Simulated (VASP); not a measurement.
# H16SO10 in VASP: single point with r2SCAN

Aim: the single point of H16SO10 with r2SCAN.

All numbers are computed with VASP 6.6.1; they aren't measurements. Logs are shortened: lines on timing, memory, paths and dates and some standing lists are left out, and cuts for length are marked.

## 1. The cell of the first run

The cell holds a disordered packing, 27 atoms: a = 6.799 Å, b = 6.799 Å, c = 6.799 Å, α = 90.00°, β = 90.00°, γ = 90.00°.

## 2. Single point, r2SCAN

The input, POSCAR:

```
H16SO10
1.0
    6.7986970000      0.0000000000      0.0000000000
    0.0000000000      6.7986970000      0.0000000000
    0.0000000000      0.0000000000      6.7986970000
O H S
10 16 1
Direct
    0.1996117786      0.4375691401      0.8483537360
    0.3862651917      0.7013255628      1.0746765152
    0.1811229416      0.9293986774      0.8291294641
    0.4578230211     -0.0033682925      0.3650993712
    0.7250212798      0.8348070226      0.6007474668
    0.8340127527      0.2113346131      0.8843018008
    0.7722509181      0.6152649544      0.1739598044
    0.1241708522      0.6920296639      0.4777533107
    0.9717156096      0.2105991780      0.3220617127
    0.7150781981      0.3625694747      0.5214087346
    0.1793726063      0.5180698596      0.7352879530
    0.0822216375      0.3568919162      0.8432351081
    0.3047495719      0.7968732832      0.9908810468
    0.3146632362      0.5808760120      1.0231225189
    0.1476459386      0.8713287267      0.7050027380
    0.2515923272      1.0515397289      0.7877391800
    0.3619517093      0.0868548782      0.3154575060
    0.4468356216     -0.1125951046      0.2755233834
    0.5998061099      0.8785801162      0.5405741718
    0.7192848865      0.6918237421      0.6245461447
    0.7703682044      0.2501950006      0.7553947470
    0.8457502960      0.0719990904      0.8772710418
    0.8875082975      0.6115436531      0.0862224041
    0.6544342247      0.6433144469      0.0990042651
    0.0071190112      0.7528354330      0.4336124996
    0.2174240152      0.7139309194      0.3733362437
    0.7740306709      0.2799212849      0.3321960076
```

The input, INCAR.step1:

```
SYSTEM = H16SO10
PREC = Accurate
ENCUT = 1100
ISMEAR = -1
SIGMA = 0.05
LREAL = Auto
LASPH = .TRUE.
NELM = 120
NBANDS = 60
GGA = PE
ALGO = Normal
EDIFF = 1E-5
LWAVE = .TRUE.
LCHARG = .FALSE.
GGA_COMPAT = .FALSE.
```

The input, INCAR.step2:

```
SYSTEM = H16SO10
PREC = Accurate
ENCUT = 1100
EDIFF = 1E-6
ISMEAR = -1
SIGMA = 0.05
LREAL = Auto
LASPH = .TRUE.
NELM = 120
ALGO = Normal
ISIF = 2
LWAVE = .FALSE.
LCHARG = .TRUE.
METAGGA = R2SCAN
LMIXTAU = .TRUE.
LELF = .TRUE.
LVHAR = .TRUE.
NBANDS = 60
ISTART = 1
GGA_COMPAT = .FALSE.
```

The input, KPOINTS:

```
regular mesh
0
G
  1 1 1
  0 0 0
```

Potentials or basis: VASP PAW PBE potentials, release 64 (O_h, H_h, S).

Launch:

```sh
cat potpaw_PBE.64/O_h/POTCAR potpaw_PBE.64/H_h/POTCAR potpaw_PBE.64/S/POTCAR > POTCAR
cp INCAR.step1 INCAR
mpirun -np 1 vasp_gam > vasp.out
cp INCAR.step2 INCAR
mpirun -np 1 vasp_gam > vasp.out
```

OUTCAR:

```text
SYSTEM = H16SO10
   PREC = Accurate
   ENCUT = 1100
   EDIFF = 1E-6
   ISMEAR = -1
   LREAL = Auto
   LASPH = .TRUE.
   NELM = 120
   ISIF = 2
   METAGGA = R2SCAN
   ISTART = 1

 ion  position               nearest neighbor table
   1  0.200  0.438  0.848-  11 0.95  12 0.97
   2  0.386  0.701  0.075-  14 1.02  13 1.03
   3  0.181  0.929  0.829-  15 0.96  16 1.00
   4  0.458  0.997  0.365-  17 0.96  18 0.96
   5  0.725  0.835  0.601-  20 0.99  19 0.99
   6  0.834  0.211  0.884-  22 0.95  21 1.01
   7  0.772  0.615  0.174-  24 0.97  23 0.99
   8  0.124  0.692  0.478-  25 0.95  26 0.96
   9  0.972  0.211  0.322-  27 1.43
  10  0.715  0.363  0.521-  27 1.46
  11  0.179  0.518  0.735-   1 0.95
  12  0.082  0.357  0.843-   1 0.97
  13  0.305  0.797  0.991-   2 1.03
  14  0.315  0.581  0.023-   2 1.02
[... 10 lines left out ...]
  25  0.007  0.753  0.434-   8 0.95
  26  0.217  0.714  0.373-   8 0.96
  27  0.774  0.280  0.332-   9 1.43  10 1.46

  LATTYP: Found a simple cubic cell.
 ALAT       =     6.7986970000

  Lattice vectors:

 A1 = (   6.7986970000,   0.0000000000,   0.0000000000)
 A2 = (   0.0000000000,   6.7986970000,   0.0000000000)
 A3 = (   0.0000000000,   0.0000000000,   6.7986970000)

Analysis of symmetry for initial positions (statically):
=====================================================================
 Subroutine PRICEL returns:
 Original cell was already a primitive cell.

 Routine SETGRP: Setting up the symmetry group for a
 simple cubic supercell.

 Subroutine GETGRP returns: Found  1 space group operations
 (whereof  1 operations were pure point group operations)
 out of a pool of 48 trial point group operations.

The static configuration has the point symmetry C_1 .

Analysis of symmetry for dynamics (positions and initial velocities):
=====================================================================
 Subroutine PRICEL returns:
 Original cell was already a primitive cell.

 Routine SETGRP: Setting up the symmetry group for a
 simple cubic supercell.

 Subroutine GETGRP returns: Found  1 space group operations
 (whereof  1 operations were pure point group operations)
 out of a pool of 48 trial point group operations.

The dynamic configuration has the point symmetry C_1 .

 Subroutine INISYM returns: Found  1 space group operations
 (whereof  1 operations are pure point group operations),
[... 119 lines left out ...]
   LASPH  =      T    aspherical Exc in radial PAW
   ENCUT  = 1100.0 eV  80.85 Ry    8.99 a.u.  18.39 18.39 18.39*2*pi/ulx,y,z
   NELM   =    120;   NELMIN=  2; NELMDL=  0     # of ELM steps
   EDIFF  = 0.1E-05   stopping-criterion for ELM
   LREAL  =      T    real-space projection
   EDIFFG = 0.1E-04   stopping-criterion for IOM
   NSW    =      0    number of steps for IOM
[... 5 lines left out ...]
   TEBEG  =    0.0;   TEEND  =   0.0 temperature during run
   PSTRESS=    0.0 pullay stress
   NELECT =      82.0000    total number of electrons
   NUPDOWN=      -1.0000    fix difference up-down
   EMIN   =  10.00;   EMAX   =-10.00  energy-range for DOS
   EFERMI =   0.00;   METHOD = LEGACY
   ISMEAR =    -1;   SIGMA  =   0.05  broadening in eV -4-tet -1-fermi 0-gaus
   EFERMI_NEDOS =   21; number of points for ismear=-14 and -15
   IALGO  =     38    algorithm
   IMIX   =      4    mixing-type and parameters
     AMIX     =   0.40;   BMIX     =  1.00
     AMIX_MAG =   1.60;   BMIX_MAG =  1.00
  volume/ion in A,a.u.               =      11.64        78.54
  Fermi-wavevector in a.u.,A,eV,Ry     =   1.046133  1.976906 14.890151  1.094395
  Thomas-Fermi vector in A             =   2.180959
   LORBIT       =      0    0 simple, 1 ext, 2 COOP (PROOUT), +10 PAW based schemes
   METAGGA = R2SCAN    functional components
   LHFCALC =     F    Hartree Fock is set to
   AEXX    =    0.0000 exact exchange contribution
   IVDW    =     0    specifies the selected vdW correction
   LEPSILON=     F    determine dielectric tensor
   LRPA    =     F    only Hartree local field effects (RPA)
 non-spin polarized calculation
  energy-cutoff  :     1100.00
  volume of cell :      314.25
 maximum number of plane-waves:     13001
 NGX is ok and might be reduce to    80
   NGX = 37   NGY = 37   NGZ = 37

 number of electron      82.0000002 magnetization

 Free energy of the ion-electron system (eV)
  ---------------------------------------------------
  ext. energy  EPLUGINS =         0.00000000
  ---------------------------------------------------
  free energy    TOTEN  =      -149.58932046 eV

  energy without entropy =     -149.58932046  energy(sigma->0) =     -149.58932046

 E-fermi :  -2.2974     XC(G=0):  -7.0255

 val. band max:       -3.6037632763   @ k =   0.0000   0.0000   0.0000
 cond. band min:       0.3791121592   @ k =   0.0000   0.0000   0.0000
 fundamental gap:      3.9828754355
 Fermi energy:        -2.2974357683

 k-point     1 :       0.0000    0.0000    0.0000
  band No.  band energies     occupation
      1     -26.0002      2.00000
      2     -23.8175      2.00000
      3     -23.6176      2.00000
      4     -23.4559      2.00000
      5     -23.3879      2.00000
      6     -23.3294      2.00000
[... 45 lines left out ...]
     52       6.7603      0.00000
     53       6.9635      0.00000
 [bands above 53 left out]

------------------------ aborting loop because EDIFF is reached ----------------------------------------

  FORCE on cell =-STRESS in cart. coord.  units (eV):
  Direction    XX          YY          ZZ          XY          YZ          ZX
  --------------------------------------------------------------------------------------
  -------------------------------------------------------------------------------------
  Total       -2.1296705     -1.6254534     -2.4477633     -0.0826440      0.2942997      0.2487999
  in kB      -10.8579025     -8.2872045    -12.4796655     -0.4213516      1.5004562      1.2684802
  external PRESSURE =     -10.5415908 kB  Pullay stress =       0.0000000 kB

 VOLUME and BASIS-vectors are now :
 -----------------------------------------------------------------------------
  energy-cutoff  :     1100.00
  volume of cell :      314.25
      direct lattice vectors                 reciprocal lattice vectors
     6.798697000  0.000000000  0.000000000     0.147087008  0.000000000  0.000000000
     0.000000000  6.798697000  0.000000000     0.000000000  0.147087008  0.000000000
     0.000000000  0.000000000  6.798697000     0.000000000  0.000000000  0.147087008

 POSITION                                       TOTAL-FORCE (eV/Angst)
 -----------------------------------------------------------------------------------
      1.35710      2.97490      5.76770        -0.204213     -0.320838      0.195877
      2.62610      4.76810      0.50770        -1.791322     -0.154619     -1.000793
      1.23140      6.31870      5.63700         0.854919      1.853838     -0.039209
      3.11260      6.77580      2.48220        -0.082587      0.069637      0.051681
      4.92920      5.67560      4.08430        -0.182804     -0.696656      0.249924
      5.67020      1.43680      6.01210        -0.716138      1.398642     -1.288563
[... 19 lines left out ...]
      1.47820      4.85380      2.53820         0.152049     -0.129231     -0.099902
      5.26240      1.90310      2.25850        -0.609417      0.398573      0.503707
 -----------------------------------------------------------------------------------
    total drift:                                0.019867     -0.007384      0.009408

  FREE ENERGIE OF THE ION-ELECTRON SYSTEM (eV)
  ---------------------------------------------------
  free  energy   TOTEN  =      -149.5893204635 eV

  energy  without entropy=     -149.5893204635  energy(sigma->0) =     -149.58932046
```

Wall time 6.9 min (1 thread of Intel Xeon Platinum 8259CL at 2.50GHz (Skylake/Cascade Lake), shared host); peak memory 1.1 GiB.

Results:

```
Free energy   : -149.5893 eV
Pressure      : -1.1 GPa
Largest force : 2.058 eV/Å
```

Forces on the atoms (eV/Å):
```
O   -0.204 -0.321  0.196
O   -1.791 -0.155 -1.001
O    0.855  1.854 -0.039
O   -0.083  0.070  0.052
O   -0.183 -0.697  0.250
O   -0.716  1.399 -1.289
O    1.478 -0.057 -0.091
O    0.840 -0.359  0.547
O    0.499 -0.080  0.055
O    0.158 -0.337 -0.650
H    0.252  0.584 -0.787
H   -0.403 -0.508  0.554
H    1.132 -0.404  0.548
H    0.880  0.608  0.586
H   -0.119 -0.583 -0.670
H   -0.732 -1.218  0.627
H   -0.353  0.420  0.138
H    0.163 -0.467 -0.470
H    0.854 -0.476  0.457
H   -0.324  1.122 -0.387
H    0.728 -0.481  1.416
H    0.154 -0.673 -0.189
H   -1.086  0.003  0.341
H   -0.279  0.066 -0.340
H   -1.265  0.419 -0.258
H    0.152 -0.129 -0.100
S   -0.609  0.399  0.504
```

Caveat: the k points lie up to 0.92 Å⁻¹ apart, too coarse for converged energies, forces and pressures; the atoms stand as in a frame of molecular dynamics; the PAW data sets were made with another functional, which shifts forces and pressure a little.
